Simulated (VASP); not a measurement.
Input of a VASP 6.6.1 run:

INCAR

```
PREC = Accurate ; ENCUT = 600
EDIFF = 1E-7 ; ISMEAR = -1
SIGMA = 0.05 ; LREAL = False
LASPH = True ; NELM = 100
ALGO = Normal ; ISIF = 3
LWAVE = False ; LCHARG = False
GGA = PE ; IBRION = 2
NSW = 60 ; EDIFFG = -0.005
```

The input KPOINTS:

```
Automatic mesh
0
Gamma
  17 17 10
```

File POSCAR:

```
Ni
1.0
    2.4952288570      0.0000000000      0.0000000000
   -1.2476144285      2.1609315784      0.0000000000
    0.0000000000      0.0000000000      4.0422707483
Ni
2
Direct
    0.3333333333      0.6666666667      0.2500000000
    0.6666666667      0.3333333333      0.7500000000
```

Potentials or basis: VASP PAW PBE potentials, release 64 (Ni).

Launch:

```sh
$ cat potpaw_PBE.64/Ni/POTCAR > POTCAR
$ mpirun -np 1 vasp_std > vasp.out
```

**Question.** What does it give for the relaxed volume?

**Answer.** 10.86 Å³/atom.

**Question.** Estimate the relaxed cell.

**Answer.** a = 2.477 Å, b = 2.477 Å, c = 4.088 Å, α = 90.00°, β = 90.00°, γ = 120.00°.

**Question.** Estimate the band gap on the k mesh.

**Answer.** Zero (bands 10 and 11 overlap by 0.54 eV).

Step by step:
```tsv
step	energy change (eV)	largest force (eV/Å)	pressure (GPa)	volume (Å³)
1	0.0000	0.0000	-0.55	21.80
2	-0.0028	0.0000	0.47	21.68
3	-0.0030	0.0000	0.81	21.64
4	-0.0031	0.0000	-0.61	21.80
5	-0.0032	0.0000	-0.01	21.73
```

Caveat: the run has no spin polarisation, though such a crystal can be magnetic. Spin polarisation is off, so any magnetic state and its effect on volume and gap are missing.
